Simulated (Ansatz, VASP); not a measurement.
# KF: VASP beside Ansatz

Contents of POSCAR:

```
KF
1.0
    4.4850021836      0.0000000000      0.0000000000
   -2.2425010918      3.8841258270      0.0000000000
    0.0000000000      0.0000000000      5.2712956472
K F
2 2
Direct
    0.3333333333      0.6666666667     -0.0625000000
    0.6666666667      0.3333333333      0.4375000000
    0.3333333333      0.6666666667      0.4375000000
    0.6666666667      0.3333333333      0.9375000000
```

The input INCAR.step1:

```
SYSTEM = KF
ALGO = Normal
EDIFF = 1E-4
ENCUT = 520
GGA = PE
ISMEAR = 0
LASPH = .TRUE.
LCHARG = .FALSE.
LREAL = .FALSE.
LWAVE = .TRUE.
NBANDS = 24
NELM = 60
PREC = Accurate
SIGMA = 0.01
```

INCAR.step2

```
SYSTEM = KF
ALGO = Normal
EDIFF = 1E-6
ENCUT = 520
ISIF = 2
ISMEAR = 0
ISTART = 1
LASPH = .TRUE.
LCHARG = .FALSE.
LMIXTAU = .TRUE.
LREAL = .FALSE.
LWAVE = .FALSE.
METAGGA = R2SCAN
NBANDS = 24
NELM = 60
PREC = Accurate
SIGMA = 0.01
```

Contents of KPOINTS:

```
k-points
0
G
  6 6 6
  0 0 0
```

Input for Ansatz:

```yaml
crystal:
  lattice:
    - [4.4850021836, 0.0, 0.0]
    - [-2.2425010918, 3.884125827, 0.0]
    - [0.0, 0.0, 5.2712956472]
  atoms:
    - { symbol: K, position: [0.3333333333, 0.6666666667, -0.0625] }
    - { symbol: K, position: [0.6666666667, 0.3333333333, 0.4375] }
    - { symbol: F, position: [0.3333333333, 0.6666666667, 0.4375] }
    - { symbol: F, position: [0.6666666667, 0.3333333333, 0.9375] }
kpoints:
  mp_grid: { grid: [6, 6, 6] }
  band_path:
    path:
      - [0.0, 0.0, 0.0]
      - [0.5, 0.0, 0.0]
      - [0.3333333333, 0.3333333333, 0.0]
      - [0.0, 0.0, 0.5]
      - [0.5, 0.0, 0.5]
      - [0.3333333333, 0.3333333333, 0.5]
    npoints: 1
hamiltonian:
  xc: r2scan
scf:
  occupations: { method: fixed }
  n_extra_bands: 5
output:
  forces: true
  stress: true
  eigenvalues: true
```

Alike in both runs: task single point; functional r2SCAN; k mesh 6 × 6 × 6; no spin polarisation.

|  | VASP | Ansatz |
| --- | --- | --- |
| version | VASP 6.6.1 | Ansatz 0.2.0 |
| potentials or method | VASP PAW PBE potentials, release 64 (K_sv, F) | plane waves, PAW |
| plane-wave cutoff (eV) | 520 | 500 |
| occupations | gaussian, width 0.01 eV | fixed |
| valence electrons in the cell | 32 | 32 |

VASP gave:

```
gap on the k mesh at the Fermi level (eV) : 5.95
pressure (GPa)                            : 0.0
```

Problem. What did Ansatz give for the same quantities?

Solution. gap on the k mesh at the Fermi level (eV): 5.96; pressure (GPa): 0.0.

VASP's potentials were made for PBE, not for r2SCAN.
